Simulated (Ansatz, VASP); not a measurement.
**Sr: VASP beside Ansatz**

```
CELL_PARAMETERS angstrom
-0.01521 3.04235 3.04235
3.02714 0.00000 3.02714
3.04235 3.04235 -0.01521
ATOMIC_POSITIONS crystal
Sr 0.00000 0.00000 0.00000
```

Change from the starting cell: strain -0.0100 x Voigt [0, 0, 0, 0, 1, 0], atoms carried along.

Alike in both runs: task single point; functional PBEsol; k mesh 10 × 10 × 10; occupations gaussian, width 0.03 eV; no spin polarisation.

|  | VASP | Ansatz |
| --- | --- | --- |
| version | VASP 6.6.1 | Ansatz 0.2.0 |
| potentials or method | VASP PAW PBE potentials, release 64 (Sr_sv), cutoff 520 eV | scalar-relativistic, plane waves, PAW |
| valence electrons in the cell | 10 | 10 |

```csv
,VASP,Ansatz,Ansatz less VASP
gap on the k mesh at the Fermi level (eV),none,none,-
pressure (GPa),-0.9,-0.9,-0.01
```

VASP's potentials were made for PBE, not for PBEsol. A gap of «none» marks a metal or a gap that the smearing closes.
